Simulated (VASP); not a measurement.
Set up this calculation in VASP 6.6.1, as the native input.

```
Task                   : single point
Functional             : r2SCAN
Potentials or basis    : VASP PAW PBE potentials, release 64 (Na_pv, Cl)
Cutoff                 : 520 eV
k mesh                 : 10 × 10 × 10
Occupations            : fermi-dirac, width 0.02 eV
Spin                   : no spin polarisation
Dipole correction      : no
Further INCAR settings : ALGO = Normal; EDIFF = 1e-06; NBANDS = 14
```

NaCl:

```
CELL_PARAMETERS angstrom
0.00000 2.74655 2.74655
2.74655 0.00000 2.74655
2.74655 2.74655 0.00000
ATOMIC_POSITIONS crystal
Na 0.00000 0.00000 0.00000
Cl 0.50000 0.50000 0.50000
```

The input as run:

POSCAR

```
NaCl
1.0
    0.0000000000      2.7465507900      2.7465507900
    2.7465507900      0.0000000000      2.7465507900
    2.7465507900      2.7465507900      0.0000000000
Na Cl
1 1
Direct
    0.0000000000      0.0000000000      0.0000000000
    0.5000000000      0.5000000000      0.5000000000
```

INCAR.step1

```
PREC = Accurate
ENCUT = 520
ISMEAR = -1
SIGMA = 0.02
LREAL = False
LASPH = True
NELM = 60
NBANDS = 14
GGA = PE
ALGO = Normal
EDIFF = 1E-4
LWAVE = True
LCHARG = False
```

INCAR.step2

```
PREC = Accurate
ENCUT = 520
EDIFF = 1E-6
ISMEAR = -1
SIGMA = 0.02
LREAL = False
LASPH = True
NELM = 60
ALGO = Normal
ISIF = 2
LWAVE = False
LCHARG = False
METAGGA = R2SCAN
LMIXTAU = True
NBANDS = 14
ISTART = 1
```

KPOINTS

```
regular mesh
0
Gamma
  10 10 10
```

Potentials or basis: VASP PAW PBE potentials, release 64 (Na_pv, Cl).

Launch:

```sh
$ cat potpaw_PBE.64/Na_pv/POTCAR potpaw_PBE.64/Cl/POTCAR > POTCAR
$ cp INCAR.step1 INCAR
$ mpirun -np 1 vasp_std > vasp.out
$ cp INCAR.step2 INCAR
$ mpirun -np 1 vasp_std > vasp.out
```

It gave:

* Pressure: 1.7 GPa
* Band gap on the k mesh: 6.27 eV

Caveat: the PAW data sets were made with another functional, which shifts forces and pressure a little.

Run time: 78 s on 1 thread of Intel(R) Xeon(R) 6975P-C (Granite Rapids), on a shared host, peak memory 0.17 GiB.
